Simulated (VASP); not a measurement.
The system is PtSe2 (Sudovikovite).

```
Pt Se
1.0
     3.69901    0.00000    0.00000
    -1.84950    3.20343    0.00000
     0.00000    0.00000    5.02803
Pt Se
1 2
Direct
  0.00000 0.00000 0.00000
  0.66667 0.33333 0.75000
  0.33333 0.66667 0.25000
```

Base run:

| Item | Value |
| --- | --- |
| Program | VASP 6.6.1 |
| Functional | RPBE |
| Potentials or basis | VASP PAW PBE potentials, release 64 (Pt, Se) |
| Cutoff | 520 eV |
| k mesh | 8 × 8 × 5 |
| Occupations | fermi-dirac, width 0.05 eV |
| Spin | no spin polarisation |

Its results: band gap on the k mesh zero (band 11 reaches 7.33 eV, above the bottom of band 12 at 7.06 eV); pressure 12.9 GPa; largest force 0.916 eV/Å.

Problem. The run is repeated on the same cell with these changes: functional from RPBE to LDA; potentials or basis from VASP PAW PBE potentials, release 64 (Pt, Se) to VASP PAW LDA potentials, release 64 (Pt, Se). What comes out?

Solution. Band gap on the k mesh zero (band 11 reaches 7.21 eV, above the bottom of band 12 at 6.86 eV); pressure 2.8 GPa; largest force 0.511 eV/Å.

Caveats: spin-orbit coupling is left out, which moves the levels of the heavy elements; the PAW data sets were made with another functional, which shifts forces and pressure a little (some runs).
